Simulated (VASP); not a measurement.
# WS2 (P3m1) in VASP: notebook, part 2 of 2

VASP 6.6.1. Earlier steps stand in the parts before.

## Step 3: Single point, PBE+D3(BJ) (atom 3 (S) moved -0.100 Å towards its neighbour atom 5 (S) at 3.149 Å)

Contents of INCAR:

```
SYSTEM = WS2
ALGO     = Normal         ! electronic algorithm
EDIFF    = 1E-7           ! SCF threshold, eV
ENCUT    = 520            ! plane-wave cutoff, eV
GGA      = PE             ! functional
ISIF     = 2              ! what is computed and relaxed
ISMEAR   = 0              ! smearing method
IVDW     = 12             ! dispersion correction
LASPH    = .True.         ! aspherical terms in the spheres
LCHARG   = .False.        ! write CHGCAR
LREAL    = .False.        ! projectors in reciprocal space
LWAVE    = .False.        ! write WAVECAR
NBANDS   = 35             ! bands
NELM     = 100            ! most SCF steps
PREC     = Accurate       ! precision mode
SIGMA    = 0.05           ! smearing width, eV
```

Contents of KPOINTS:

```
k-points
0
Gamma
  12 12 4
  0 0 0
```

Contents of POSCAR:

```
WS2
1.0
    3.1542063626      0.0000000000      0.0000000000
   -1.5771031813      2.7316228388      0.0000000000
    0.0000000000      0.0000000000     12.1399047294
W S
2 4
Direct
    0.3333333333      0.6666666667      0.2500000000
    0.6666666667      0.3333333333      0.7500000000
    0.3333333333      0.6666666667      0.6120500832
    0.6666666667      0.3333333333      0.1202873801
    0.3333333333      0.6666666667      0.8797126199
    0.6666666667      0.3333333333      0.3797126199
```

Potentials or basis: VASP PAW PBE potentials, release 64 (W_sv, S).

Started as:

```bash
cat potpaw_PBE.64/W_sv/POTCAR potpaw_PBE.64/S/POTCAR > POTCAR
mpirun -np 1 vasp_std > vasp.out
```

OUTCAR:

```text
SYSTEM = WS2
   EDIFF = 1E-7
   ENCUT = 520
   GGA = PE
   ISIF = 2
   ISMEAR = 0
   IVDW = 12
   LASPH = .True.
   LREAL = .False.
   NELM = 100
   PREC = Accurate
 IVDW          = 12

 ion  position               nearest neighbor table
   1  0.333  0.667  0.250-   4 2.41   6 2.41   4 2.41   6 2.41   4 2.41   6 2.41
   2  0.667  0.333  0.750-   5 2.41   5 2.41   5 2.41   3 2.47   3 2.47   3 2.47
   3  0.333  0.667  0.612-   2 2.47   2 2.47   2 2.47
   4  0.667  0.333  0.120-   1 2.41   1 2.41   1 2.41
   5  0.333  0.667  0.880-   2 2.41   2 2.41   2 2.41
   6  0.667  0.333  0.380-   1 2.41   1 2.41   1 2.41

  LATTYP: Found a hexagonal cell.
 ALAT       =     3.1542063626
 C/A-ratio  =     3.8487985039

  Lattice vectors:

 A1 = (   3.1542063626,   0.0000000000,   0.0000000000)
 A2 = (  -1.5771031813,   2.7316228388,   0.0000000000)
 A3 = (   0.0000000000,   0.0000000000,  12.1399047294)

Analysis of symmetry for initial positions (statically):
=====================================================================
 Subroutine PRICEL returns:
 Original cell was already a primitive cell.

 Routine SETGRP: Setting up the symmetry group for a
 hexagonal supercell.

 Subroutine GETGRP returns: Found  6 space group operations
 (whereof  6 operations were pure point group operations)
 out of a pool of 24 trial point group operations.

The static configuration has the point symmetry C_3v.

Analysis of symmetry for dynamics (positions and initial velocities):
=====================================================================
 Subroutine PRICEL returns:
 Original cell was already a primitive cell.

 Routine SETGRP: Setting up the symmetry group for a
 hexagonal supercell.

 Subroutine GETGRP returns: Found  6 space group operations
 (whereof  6 operations were pure point group operations)
 out of a pool of 24 trial point group operations.

The dynamic configuration has the point symmetry C_3v.

 Subroutine INISYM returns: Found  6 space group operations
 (whereof  6 operations are pure point group operations),
 and found     1 'primitive' translations

----------------------------------------------------------------------------------------

                                     Primitive cell

  volume of cell :     104.5987

  direct lattice vectors                    reciprocal lattice vectors
     3.154206363  0.000000000  0.000000000     0.317036961  0.183041375  0.000000000
    -1.577103181  2.731622839  0.000000000     0.000000000  0.366082750  0.000000000
     0.000000000  0.000000000 12.139904729     0.000000000  0.000000000  0.082372969

  length of vectors
     3.154206363  3.154206363 12.139904729     0.366082750  0.366082750  0.082372969

  position of ions in fractional coordinates (direct lattice)
     0.333333333  0.666666667  0.250000000
     0.666666667  0.333333333  0.750000000
     0.333333333  0.666666667  0.612050083
     0.666666667  0.333333333  0.120287380
     0.333333333  0.666666667  0.879712620
     0.666666667  0.333333333  0.379712620

  ion indices of the primitive-cell ions
   primitive index   ion index
                 1           1
                 2           2
                 3           3
                 4           4
                 5           5
[... 29 lines left out ...]
            Coordinates               Weight
  0.000000  0.000000  0.000000      1.000000
  0.083333  0.000000  0.000000      6.000000
  0.166667  0.000000  0.000000      6.000000
  0.250000  0.000000  0.000000      6.000000
  0.333333 -0.000000  0.000000      6.000000
  0.416667  0.000000  0.000000      6.000000
[... 16 lines left out ...]
  0.166667  0.000000  0.250000      6.000000
  0.000000  0.166667  0.250000      6.000000
 [... further k-points ...]
   k-points           NKPTS =     69   k-points in BZ     NKDIM =     69   number of bands    NBANDS=     35
   number of dos      NEDOS =    301   number of ions     NIONS =      6
   total plane-waves  NPLWV =  51840
   dimension x,y,z NGX =    24 NGY =   24 NGZ =   90
   dimension x,y,z NGXF=    48 NGYF=   48 NGZF=  180
   ions per type =               2   4
   NGX,Y,Z   is equivalent  to a cutoff of  12.65, 12.65, 12.32 a.u.
   NGXF,Y,Z  is equivalent  to a cutoff of  25.30, 25.30, 24.65 a.u.
 SYSTEM =  WS2
   PREC   = accura    normal or accurate (medium, high low for compatibility)
   ISTART =      0    job   : 0-new  1-cont  2-samecut
   ICHARG =      2    charge: 1-file 2-atom 10-const
   ISPIN  =      1    spin polarized calculation?
   LNONCOLLINEAR =      F non collinear calculations
   LSORBIT =      F    spin-orbit coupling
   LASPH  =      T    aspherical Exc in radial PAW
   ENCUT  =  520.0 eV  38.22 Ry    6.18 a.u.   5.86  5.86 22.57*2*pi/ulx,y,z
   NELM   =    100;   NELMIN=  2; NELMDL= -5     # of ELM steps
   EDIFF  = 0.1E-06   stopping-criterion for ELM
   LREAL  =      F    real-space projection
   EDIFFG = 0.1E-05   stopping-criterion for IOM
   NSW    =      0    number of steps for IOM
   IBRION =     -1    ionic relax: 0-MD 1-quasi-New 2-CG
   NFREE  =      0    steps in history (QN), initial steepest desc. (CG)
   ISIF   =      2    stress and relaxation
   ISYM   =      2    0-nonsym 1-usesym 2-fastsym
   POTIM  = 0.5000    time-step for ionic-motion
   TEBEG  =    0.0;   TEEND  =   0.0 temperature during run
   PSTRESS=    0.0 pullay stress
   NELECT =      52.0000    total number of electrons
   NUPDOWN=      -1.0000    fix difference up-down
   EMIN   =  10.00;   EMAX   =-10.00  energy-range for DOS
   EFERMI =   0.00;   METHOD = LEGACY
   ISMEAR =     0;   SIGMA  =   0.05  broadening in eV -4-tet -1-fermi 0-gaus
   EFERMI_NEDOS =   21; number of points for ismear=-14 and -15
   IALGO  =     38    algorithm
   IMIX   =      4    mixing-type and parameters
     AMIX     =   0.40;   BMIX     =  1.00
     AMIX_MAG =   1.60;   BMIX_MAG =  1.00
  volume/ion in A,a.u.               =      17.43       117.64
  Fermi-wavevector in a.u.,A,eV,Ry     =   1.296882  2.450752 22.883690  1.681904
  Thomas-Fermi vector in A             =   2.428310
   LORBIT       =      0    0 simple, 1 ext, 2 COOP (PROOUT), +10 PAW based schemes
   GGA     = PE    functional components
   LHFCALC =     F    Hartree Fock is set to
   AEXX    =    0.0000 exact exchange contribution
   IVDW    =    12    specifies the selected vdW correction
   LEPSILON=     F    determine dielectric tensor
   LRPA    =     F    only Hartree local field effects (RPA)
 non-spin polarized calculation
 Gauss-broadening in eV      SIGMA  =   0.05
  energy-cutoff  :      520.00
  volume of cell :      104.60
 maximum number of plane-waves:      2841
   NGX = 11   NGY = 11   NGZ = 45

 number of electron      51.9999997 magnetization

 Free energy of the ion-electron system (eV)
  ---------------------------------------------------
  ext. energy  EPLUGINS =         0.00000000
  ---------------------------------------------------
  free energy    TOTEN  =       -47.10193049 eV

  energy without entropy =      -47.10193049  energy(sigma->0) =      -47.10193049

 E-fermi :   7.9527     XC(G=0): -11.1092

 val. band max:        7.6828293326   @ k =   0.0000   0.0000   0.0000
 cond. band min:       8.5343587387   @ k =   0.1667   0.1667   0.0000
 fundamental gap:      0.8515294060
 Fermi energy:         7.9527065147

 k-point     1 :       0.0000    0.0000    0.0000
  band No.  band energies     occupation
      1     -66.9425      2.00000
      2     -66.9363      2.00000
      3     -31.1937      2.00000
      4     -31.1785      2.00000
      5     -31.0160      2.00000
      6     -31.0160      2.00000
[... 901 lines left out ...]
     34      10.7594      0.00000
     35      14.0901      0.00000

 [... further k-points ...]

------------------------ aborting loop because EDIFF is reached ----------------------------------------

 Edisp (eV)   -2.61193

 E8    (eV) :    -1.0977

  FORCE on cell =-STRESS in cart. coord.  units (eV):
  Direction    XX          YY          ZZ          XY          YZ          ZX
  --------------------------------------------------------------------------------------
  -------------------------------------------------------------------------------------
  Total      -0.98469    -0.98469    -2.79505     0.00000     0.00000     0.00000
  in kB     -15.08284   -15.08284   -42.81280     0.00000     0.00000     0.00000
  external pressure =      -24.33 kB  Pullay stress =        0.00 kB

 VOLUME and BASIS-vectors are now :
 -----------------------------------------------------------------------------
  energy-cutoff  :      520.00
  volume of cell :      104.60
      direct lattice vectors                 reciprocal lattice vectors
     3.154206363  0.000000000  0.000000000     0.317036961  0.183041375  0.000000000
    -1.577103181  2.731622839  0.000000000     0.000000000  0.366082750  0.000000000
     0.000000000  0.000000000 12.139904729     0.000000000  0.000000000  0.082372969

 POSITION                                       TOTAL-FORCE (eV/Angst)
 -----------------------------------------------------------------------------------
     -0.00000      1.82108      3.03498         0.000000      0.000000     -0.005522
      1.57710      0.91054      9.10493         0.000000      0.000000     -1.441421
     -0.00000      1.82108      7.43023        -0.000000     -0.000000      1.658629
      1.57710      0.91054      1.46028        -0.000000     -0.000000     -0.003406
     -0.00000      1.82108     10.67963        -0.000000      0.000000     -0.163088
      1.57710      0.91054      4.60968         0.000000     -0.000000     -0.045192
 -----------------------------------------------------------------------------------
    total drift:                               -0.000000      0.000000      0.000240

  FREE ENERGIE OF THE ION-ELECTRON SYSTEM (eV)
  ---------------------------------------------------
  free  energy   TOTEN  =       -49.7138624286 eV

  energy  without entropy=      -49.7138624286  energy(sigma->0) =      -49.71386243
```

It took 3.3 min on 1 thread of Intel Xeon Platinum 8488C (Sapphire Rapids), shared host; peak memory 0.35 GiB.

Results:

```yaml
Free_energy: -49.7139 eV
Pressure: -2.4 GPa
Largest_force: 1.659 eV/Å
Band_gap_on_the_k_mesh: 0.85 eV (least direct gap 1.78 eV)
Dispersion_energy_per_atom: -0.435 eV
```

Forces in eV/Å, atoms in the order of the input:
```
W    0.000  0.000 -0.006
W    0.000  0.000 -1.441
S    0.000  0.000  1.659
S    0.000  0.000 -0.003
S    0.000  0.000 -0.163
S    0.000  0.000 -0.045
```

Levels at points of the mesh, in eV from the valence-band top:
| k point | band 22 | band 23 | band 24 | band 25 | band 26 | band 27 | band 28 | band 29 | band 30 | band 31 |
| --- | --- | --- | --- | --- | --- | --- | --- | --- | --- | --- |
| (0.00, 0.00, 0.00) | -1.89 | -1.89 | -1.46 | -1.21 | 0.00 | 2.13 | 2.13 | 2.30 | 2.30 | 2.39 |
| (0.50, 0.00, 0.00) | -2.78 | -1.95 | -1.73 | -1.59 | -1.50 | 2.34 | 2.44 | 2.52 | 2.90 | 3.05 |
| (0.00, 0.00, 0.50) | -2.21 | -1.90 | -1.90 | -0.37 | -0.23 | 2.14 | 2.14 | 2.30 | 2.30 | 2.42 |
| (0.50, 0.00, 0.50) | -2.92 | -1.88 | -1.66 | -1.62 | -1.57 | 2.34 | 2.43 | 2.73 | 2.78 | 3.31 |

Caveat: the cell differs from its parent crystal (atom 3 (S) moved -0.100 Å towards its neighbour atom 5 (S) at 3.149 Å); spin-orbit coupling is left out, which moves the levels of the heavy elements; forces of over 1 eV/Å act on the atoms, so gaps and moduli don't describe the material at rest. A k mesh can miss the band edges.
